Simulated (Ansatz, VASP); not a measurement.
## HfO2: VASP beside Ansatz

```
Hf O
1.0
     0.00000    2.55750    2.60865
     2.55750    0.00000    2.60865
     2.55750    2.55750    0.00000
Hf O
1 2
Direct
  0.00000 0.00000 0.00000
  0.25000 0.25000 0.25000
  0.75000 0.75000 0.75000
```

Change from the starting cell: z stretched by +2 %, ions relaxed.

Alike in both runs: functional PBE; k mesh 10 × 10 × 10; occupations fermi-dirac, width 0.02 eV; no spin polarisation.

Ansatz relaxed the structure, and its values are those at the end. VASP's run is a single point on that final structure, the one shown.

```csv
,VASP,Ansatz
version,VASP 6.6.1,Ansatz 0.2.0
potentials or method,"VASP PAW PBE potentials, release 64 (Hf_pv, O)","plane-wave PAW, scalar-relativistic"
plane-wave cutoff (eV),520,420
valence electrons in the cell,22,38
```

```tsv
	VASP	Ansatz	Ansatz less VASP
gap on the k mesh at the Fermi level (eV)	3.57	3.58	+0.010
pressure (GPa)	-10.3	-6.9	+3.35
```

With one functional, cell and mesh, what is left measures potentials, basis and numerics. VASP's potentials hold 22 valence electrons a cell and Ansatz's 38, so a difference there can come from the potentials and not from the codes. Ansatz's warnings: stress scf threshold loose.

Neither program's run includes spin-orbit coupling.
